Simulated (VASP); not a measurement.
Runs of VASP 6.6.1 on Bi. The structure is that of space group P6_3/mmc (No. 194), or close to it. The cells are those of the table. 

```tsv
cell	k mesh	gap on the mesh (eV)	pressure (GPa)
a = 4.439, b = 4.439, c = 11.924 Å, angles 90.0, 90.0, 120.0°, 2 atoms	9 × 9 × 4	none	-3.8
a = 4.599, b = 4.599, c = 11.631 Å, angles 90.0, 90.0, 120.0°, 2 atoms	9 × 9 × 4	none	(b)
a = 4.539, b = 4.539, c = 11.829 Å, angles 90.0, 90.0, 120.0°, 2 atoms	9 × 9 × 4	none	-3.6
a = 4.463, b = 4.463, c = 11.452 Å, angles 90.0, 90.0, 120.0°, 2 atoms	12 × 12 × 4	none	(a)
a = 4.636, b = 4.636, c = 12.437 Å, angles 90.0, 90.0, 120.0°, 2 atoms	12 × 12 × 4	none	-3.0
```

Alike in all rows: task single point; level PBEsol; potentials or basis VASP PAW PBE potentials, release 64 (Bi_d); no spin polarisation; cutoff (eV) 520; smearing gaussian 0.1 eV.

Task: Estimate the missing entries.

Result: (a) -3.9; (b) -3.4.

Caveats: the PAW data sets were made with another functional, which shifts forces and pressure a little; spin-orbit coupling is left out, which moves the levels of the heavy elements.

A k mesh can miss the band edges, and the runs leave out spin-orbit coupling on Bi.

A gap of «none» marks levels without a gap at the run's occupations.
